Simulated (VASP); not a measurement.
# C (P6_3/mmc) in VASP: a series of runs

C is run at these levels: PBE; tasks: relaxation of the atoms.

Program: VASP 6.6.1. These are calculated values, not measurements. Logs are shortened: lines on timing, memory, paths and dates and some standing lists are left out, and cuts for length are marked.

## Step 1: The cell of the first run

Symmetry: P6_3/mmc, No. 194, hexagonal system. The conventional cell has a = 2.512 Å, b = 2.512 Å, c = 4.243 Å, α = 90.00°, β = 90.00°, γ = 120.00°. C (site symmetry 3m) has 4 C at 1.54 to 1.59 Å within 2.1 Å.

## Step 2: Relaxation of the atoms, PBE (strained cell)

INCAR

```
PREC = Accurate
ENCUT = 520
EDIFF = 1E-6
ISMEAR = 0
SIGMA = 0.02
LREAL = F
LASPH = T
NELM = 80
ALGO = Normal
ISIF = 2
LWAVE = F
LCHARG = F
GGA = PE
IBRION = 2
NSW = 60
EDIFFG = -0.002
```

KPOINTS

```
Automatic mesh
0
Gamma
  9 9 6
```

POSCAR

```
C
1.0
    2.5124063063      0.0000000000      0.0000000000
   -1.2562031531      2.1758076859      0.0000000000
    0.0000000000      0.0000000000      4.2430102239
C
4
Direct
    0.3333333333      0.6666666667     -0.0004408366
    0.6666666667      0.3333333333      0.4995591634
    0.3333333333      0.6666666667      0.3744408366
    0.6666666667      0.3333333333      0.8744408366
```

Potentials or basis: VASP PAW PBE potentials, release 64 (C).

The run is started by

```bash
$ cat potpaw_PBE.64/C/POTCAR > POTCAR
$ mpirun -np 1 vasp_std > vasp.out
```

OUTCAR:

```text
PREC = Accurate
   ENCUT = 520
   EDIFF = 1E-6
   ISMEAR = 0
   LREAL = F
   LASPH = T
   NELM = 80
   ISIF = 2
   GGA = PE
   IBRION = 2
   NSW = 60
   EDIFFG = -0.002

 ion  position               nearest neighbor table
   1  0.333  0.667  1.000-   4 1.54   4 1.54   4 1.54   3 1.59
   2  0.667  0.333  0.500-   3 1.54   3 1.54   3 1.54   4 1.59
   3  0.333  0.667  0.374-   2 1.54   2 1.54   2 1.54   1 1.59
   4  0.667  0.333  0.874-   1 1.54   1 1.54   1 1.54   2 1.59

  LATTYP: Found a hexagonal cell.
 ALAT       =     2.5124063063
 C/A-ratio  =     1.6888232661

  Lattice vectors:

 A1 = (   2.5124063063,   0.0000000000,   0.0000000000)
 A2 = (  -1.2562031531,   2.1758076859,   0.0000000000)
 A3 = (   0.0000000000,   0.0000000000,   4.2430102239)

Analysis of symmetry for initial positions (statically):
=====================================================================
 Subroutine PRICEL returns:
 Original cell was already a primitive cell.

 Routine SETGRP: Setting up the symmetry group for a
 hexagonal supercell.

 Subroutine GETGRP returns: Found 24 space group operations
 (whereof  6 operations were pure point group operations)
 out of a pool of 24 trial point group operations.

The static configuration has the point symmetry C_3v.
 The point group associated with its full space group is D_6h.

Analysis of symmetry for dynamics (positions and initial velocities):
=====================================================================
 Subroutine PRICEL returns:
 Original cell was already a primitive cell.

 Routine SETGRP: Setting up the symmetry group for a
 hexagonal supercell.

 Subroutine GETGRP returns: Found 24 space group operations
 (whereof  6 operations were pure point group operations)
 out of a pool of 24 trial point group operations.

The dynamic configuration has the point symmetry C_3v.
 The point group associated with its full space group is D_6h.

 Subroutine INISYM returns: Found 24 space group operations
 (whereof  6 operations are pure point group operations),
 and found     1 'primitive' translations

----------------------------------------------------------------------------------------

                                     Primitive cell

  volume of cell :      23.1945

  direct lattice vectors                    reciprocal lattice vectors
     2.512406306  0.000000000  0.000000000     0.398024793  0.229799721  0.000000000
    -1.256203153  2.175807686  0.000000000     0.000000000  0.459599443  0.000000000
     0.000000000  0.000000000  4.243010224     0.000000000  0.000000000  0.235681732

  length of vectors
     2.512406306  2.512406306  4.243010224     0.459599443  0.459599443  0.235681732

  position of ions in fractional coordinates (direct lattice)
     0.333333333  0.666666667  0.999559163
     0.666666667  0.333333333  0.499559163
     0.333333333  0.666666667  0.374440837
     0.666666667  0.333333333  0.874440837

  ion indices of the primitive-cell ions
   primitive index   ion index
                 1           1
                 2           2
                 3           3
                 4           4

----------------------------------------------------------------------------------------

 KPOINTS: Automatic mesh

Automatic generation of k-mesh.
 Grid dimensions read from file:
 generate k-points for:    9    9    6

 Generating k-lattice:

  Cartesian coordinates                     Fractional coordinates (reciprocal lattice)
     0.044224977  0.025533302  0.000000000     0.111111111 -0.000000000  0.000000000
     0.000000000  0.051066605  0.000000000     0.000000000  0.111111111  0.000000000
     0.000000000  0.000000000  0.039280289     0.000000000  0.000000000  0.166666667

  Length of vectors
     0.051066605  0.051066605  0.039280289

  Shift w.r.t. Gamma in fractional coordinates (k-lattice)
     0.000000000  0.000000000  0.000000000

 Subroutine IBZKPT returns following result:
 ===========================================

 Found     48 irreducible k-points:

 Following reciprocal coordinates:
            Coordinates               Weight
  0.000000  0.000000  0.000000      1.000000
  0.111111  0.000000  0.000000      6.000000
  0.222222  0.000000  0.000000      6.000000
  0.333333  0.000000  0.000000      6.000000
  0.444444  0.000000  0.000000      6.000000
  0.111111  0.111111  0.000000      6.000000
[... 16 lines left out ...]
  0.333333  0.222222  0.166667     24.000000
  0.333333  0.333333  0.166667      4.000000
 [... further k-points ...]
   k-points           NKPTS =     48   k-points in BZ     NKDIM =     48   number of bands    NBANDS=     12
   number of dos      NEDOS =    301   number of ions     NIONS =      4
   total plane-waves  NPLWV =  12800
   dimension x,y,z NGX =    20 NGY =   20 NGZ =   32
   dimension x,y,z NGXF=    40 NGYF=   40 NGZF=   64
   ions per type =               4
   NGX,Y,Z   is equivalent  to a cutoff of  13.23, 13.23, 12.54 a.u.
   NGXF,Y,Z  is equivalent  to a cutoff of  26.47, 26.47, 25.08 a.u.
 SYSTEM =  unknown system
   PREC   = accura    normal or accurate (medium, high low for compatibility)
   ISTART =      0    job   : 0-new  1-cont  2-samecut
   ICHARG =      2    charge: 1-file 2-atom 10-const
   ISPIN  =      1    spin polarized calculation?
   LNONCOLLINEAR =      F non collinear calculations
   LSORBIT =      F    spin-orbit coupling
   LASPH  =      T    aspherical Exc in radial PAW
   ENCUT  =  520.0 eV  38.22 Ry    6.18 a.u.   4.67  4.67  7.89*2*pi/ulx,y,z
   NELM   =     80;   NELMIN=  2; NELMDL= -5     # of ELM steps
   EDIFF  = 0.1E-05   stopping-criterion for ELM
   LREAL  =      F    real-space projection
   EDIFFG = -.2E-02   stopping-criterion for IOM
   NSW    =     60    number of steps for IOM
   IBRION =      2    ionic relax: 0-MD 1-quasi-New 2-CG
   NFREE  =      1    steps in history (QN), initial steepest desc. (CG)
   ISIF   =      2    stress and relaxation
   ISYM   =      2    0-nonsym 1-usesym 2-fastsym
   POTIM  = 0.5000    time-step for ionic-motion
   TEBEG  =    0.0;   TEEND  =   0.0 temperature during run
   PSTRESS=    0.0 pullay stress
   NELECT =      16.0000    total number of electrons
   NUPDOWN=      -1.0000    fix difference up-down
   EMIN   =  10.00;   EMAX   =-10.00  energy-range for DOS
   EFERMI =   0.00;   METHOD = LEGACY
   ISMEAR =     0;   SIGMA  =   0.02  broadening in eV -4-tet -1-fermi 0-gaus
   EFERMI_NEDOS =   21; number of points for ismear=-14 and -15
   IALGO  =     38    algorithm
   IMIX   =      4    mixing-type and parameters
     AMIX     =   0.40;   BMIX     =  1.00
     AMIX_MAG =   1.60;   BMIX_MAG =  1.00
  volume/ion in A,a.u.               =       5.80        39.13
  Fermi-wavevector in a.u.,A,eV,Ry     =   1.446505  2.733499 28.468522  2.092377
  Thomas-Fermi vector in A             =   2.564566
   LORBIT       =      0    0 simple, 1 ext, 2 COOP (PROOUT), +10 PAW based schemes
   GGA     = PE    functional components
   LHFCALC =     F    Hartree Fock is set to
   AEXX    =    0.0000 exact exchange contribution
   IVDW    =     0    specifies the selected vdW correction
   LEPSILON=     F    determine dielectric tensor
   LRPA    =     F    only Hartree local field effects (RPA)
 conjugate gradient relaxation of ions
 non-spin polarized calculation
 Gauss-broadening in eV      SIGMA  =   0.02
  energy-cutoff  :      520.00
  volume of cell :       23.19
 maximum number of plane-waves:       640
 NGX is ok and might be reduce to    20
   NGX =  9   NGY =  9   NGZ = 15

--------------------------------------- Ionic step        1  -------------------------------------------

 number of electron      16.0000001 magnetization

 Free energy of the ion-electron system (eV)
  ---------------------------------------------------
  ext. energy  EPLUGINS =         0.00000000
  ---------------------------------------------------
  free energy    TOTEN  =       -36.25456200 eV

  energy without entropy =      -36.25456200  energy(sigma->0) =      -36.25456200

------------------------ aborting loop because EDIFF is reached ----------------------------------------

  FORCE on cell =-STRESS in cart. coord.  units (eV):
  Direction    XX          YY          ZZ          XY          YZ          ZX
  --------------------------------------------------------------------------------------
  -------------------------------------------------------------------------------------
  Total        0.0095803      0.0095803     -2.5649375      0.0000000      0.0000000      0.0000000
  in kB        0.6617703      0.6617703   -177.1751879      0.0000000      0.0000000      0.0000000
  external PRESSURE =     -58.6172158 kB  Pullay stress =       0.0000000 kB
[... 61 lines left out ...]
  energy  without entropy=      -36.2545019308  energy(sigma->0) =      -36.25450193

--------------------------------------- Ionic step        3  -------------------------------------------

 number of electron      16.0000001 magnetization

 Free energy of the ion-electron system (eV)
  ---------------------------------------------------
  ext. energy  EPLUGINS =         0.00000000
  ---------------------------------------------------
  free energy    TOTEN  =       -36.25457792 eV

  energy without entropy =      -36.25457792  energy(sigma->0) =      -36.25457792

 E-fermi :   9.8221     XC(G=0): -13.1366

 val. band max:        9.6688253090   @ k =   0.0000   0.0000   0.0000
 cond. band min:      13.0660356639   @ k =   0.3333   0.3333   0.0000
 fundamental gap:      3.3972103549
 Fermi energy:         9.8221053763

 k-point     1 :       0.0000    0.0000    0.0000
  band No.  band energies     occupation
      1     -11.7948      2.00000
      2      -6.5484      2.00000
      3      -3.7158      2.00000
      4       6.8104      2.00000
      5       6.8104      2.00000
      6       9.2317      2.00000
      7       9.6688      2.00000
      8       9.6688      2.00000
      9      14.5637      0.00000
     10      14.7975      0.00000
     11      14.7975      0.00000
     12      17.9142      0.00000
[... 331 lines left out ...]
 k-point    24 :       0.3333    0.3333    0.1667
  band No.  band energies     occupation
      1      -4.5308      2.00000
      2      -4.5308      2.00000
      3      -0.9784      2.00000
      4      -0.7853      2.00000
      5      -0.7853      2.00000
      6       2.2788      2.00000
      7       3.5546      2.00000
      8       3.5546      2.00000
      9      13.8444      0.00000
     10      19.4182      0.00000
     11      19.4182      0.00000
     12      22.2057      0.00000

 [... further k-points ...]
[... 5 lines left out ...]
  --------------------------------------------------------------------------------------
  -------------------------------------------------------------------------------------
  Total        0.0072813      0.0072813     -2.5696304      0.0000000      0.0000000     -0.0000000
  in kB        0.5029641      0.5029641   -177.4993601      0.0000000      0.0000000     -0.0000000
  external PRESSURE =     -58.8311439 kB  Pullay stress =       0.0000000 kB
[... 19 lines left out ...]
  FREE ENERGIE OF THE ION-ELECTRON SYSTEM (eV)
  ---------------------------------------------------
  free  energy   TOTEN  =       -36.2545779240 eV

  energy  without entropy=      -36.2545779240  energy(sigma->0) =      -36.25457792

 reached required accuracy - stopping structural energy minimisation
```

Wall time 11 s (1 thread of Intel Xeon Platinum 8488C (Sapphire Rapids), shared host); peak memory 0.13 GiB.

Results:

```yaml
Free_energy: -36.2546 eV
Energy_gained_by_relaxing: 0.0 meV/atom
Ionic_steps: 3
Pressure_after_relaxing: -5.9 GPa
Band_gap_on_the_k_mesh: 3.40 eV, indirect (least direct gap 4.89 eV)
```

Final structure:
```
C
1.0
     2.51241    0.00000    0.00000
    -1.25620    2.17581    0.00000
     0.00000    0.00000    4.24301
C
4
Direct
  0.33333 0.66667 0.99964
  0.66667 0.33333 0.49964
  0.33333 0.66667 0.37436
  0.66667 0.33333 0.87436
```

Caveat: the cell differs from its parent crystal (strained cell). A k mesh can miss the band edges.

## Step 3: Relaxation of the atoms, PBE (strained cell)

INCAR

```
  PREC = Accurate
  ENCUT = 520
  EDIFF = 1E-7
  ISMEAR = 0
  SIGMA = 0.02
  LREAL = False
  LASPH = True
  NELM = 100
  ALGO = Normal
  ISIF = 2
  LWAVE = False
  LCHARG = False
  GGA = PE
  IBRION = 2
  NSW = 60
  EDIFFG = -0.002
```

KPOINTS is that of step 2.

POSCAR

```
C
1.0
    2.5110554887      0.0000000000      0.0000000000
   -1.2555277443      2.1746378435      0.0000000000
    0.0000000000      0.0000000000      4.2430102239
C
4
Direct
    0.3333333333      0.6666666667     -0.0003907681
    0.6666666667      0.3333333333      0.4996092319
    0.3333333333      0.6666666667      0.3743907681
    0.6666666667      0.3333333333      0.8743907681
```

Potentials or basis: VASP PAW PBE potentials, release 64 (C).

The run is started by

```bash
$ cat potpaw_PBE.64/C/POTCAR > POTCAR
$ mpirun -np 1 vasp_std > vasp.out
```

Run time: 12 s. Hardware: 1 thread of Intel Xeon Platinum 8488C (Sapphire Rapids), shared host; peak memory 0.13 GiB.

It converged, with:

```
Free energy               : -36.2545 eV
Energy gained by relaxing : 0.0 meV/atom
Ionic steps               : 3
Pressure after relaxing   : -5.4 GPa
Band gap on the k mesh    : 3.39 eV, indirect (least direct gap 4.88 eV)
```

Stress tensor (GPa, compression positive):
```
  0.73   0.00   0.00
  0.00   0.73   0.00
  0.00   0.00 -17.76
```

Final structure:
```yaml
crystal:
  lattice:
    - [2.51106, 0.00000, 0.00000]
    - [-1.25553, 2.17464, 0.00000]
    - [0.00000, 0.00000, 4.24301]
  atoms:
    - { symbol: C, position: [0.33333, 0.66667, 0.99965] }
    - { symbol: C, position: [0.66667, 0.33333, 0.49965] }
    - { symbol: C, position: [0.33333, 0.66667, 0.37435] }
    - { symbol: C, position: [0.66667, 0.33333, 0.87435] }
```

Levels at points of the mesh, in eV from the valence-band top:
| k point | band 5 | band 6 | band 7 | band 8 | band 9 | band 10 | band 11 | band 12 |
| --- | --- | --- | --- | --- | --- | --- | --- | --- |
| (0.00, 0.00, 0.00) | -2.86 | -0.44 | 0.00 | 0.00 | 4.88 | 5.14 | 5.14 | 8.27 |
| (0.00, 0.00, 0.50) | -1.70 | -1.70 | -1.70 | -1.70 | 7.28 | 7.28 | 7.28 | 7.28 |

Caveat: the cell differs from its parent crystal (strained cell). A k mesh can miss the band edges.

[end of part 1 of 3]
